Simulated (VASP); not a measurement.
Wanted: the native input for a VASP 6.6.1 run.

| Quantity | Value |
| --- | --- |
| Task | single point |
| Functional | PBE |
| Potentials or basis | VASP PAW PBE potentials, release 64 (Ge_d, Si) |
| Cutoff | 520 eV |
| k mesh | 10 × 6 × 6 |
| Occupations | gaussian, width 0.1 eV |
| Spin | no spin polarisation |
| Dipole correction | no |
| Further INCAR settings | ALGO = Fast; EDIFF = 1e-06; NBANDS = 56 |

The structure of SiGe3 lies in POSCAR:

```
SiGe3
1.0
    1.9997383408      3.4636484081      0.0000000000
    0.0000323389     -0.0000186709      6.6007377565
    5.9984120124     -3.4631847901      0.0000391983
Ge Si
6 2
Direct
    0.5000000000      0.0632398661      0.1666706464
    1.0000000000      0.0632398661      0.6666706464
    0.5000000000      0.4422128449      0.1666768878
    1.0000000000      0.4422128449      0.6666768878
    0.5000000000      0.9320776184      0.8333234992
    1.0000000000      0.9320776184      0.3333234992
    0.5000000000      0.5624696707      0.8333289666
    1.0000000000      0.5624696707      0.3333289666
```

These files were run (other wordings do the same):

INCAR

```
ALGO = Fast
EDIFF = 1E-6
ENCUT = 520
GGA = PE
ISIF = 2
ISMEAR = 0
LASPH = True
LCHARG = True
LELF = True
LREAL = False
LVHAR = True
LWAVE = False
NBANDS = 56
NELM = 80
PREC = Accurate
SIGMA = 0.1
```

KPOINTS

```
k-points
0
Gamma
  10 6 6
```

Potentials or basis: VASP PAW PBE potentials, release 64 (Ge_d, Si).

The run is started by

```console
$ cat potpaw_PBE.64/Ge_d/POTCAR potpaw_PBE.64/Si/POTCAR > POTCAR
$ mpirun -np 1 vasp_std > vasp.out
```

Results of the run:

The pressure is -0.1 GPa, the largest force is 0.006 eV/Å and the band gap on the k mesh is zero (filled and empty bands touch).

Caveat: semilocal functionals underestimate gaps, and a narrow one can read as zero.

Wall time 22 min on 1 thread of Oxide Virtual Turin-like Processor (shared host), peak memory 0.84 GiB.
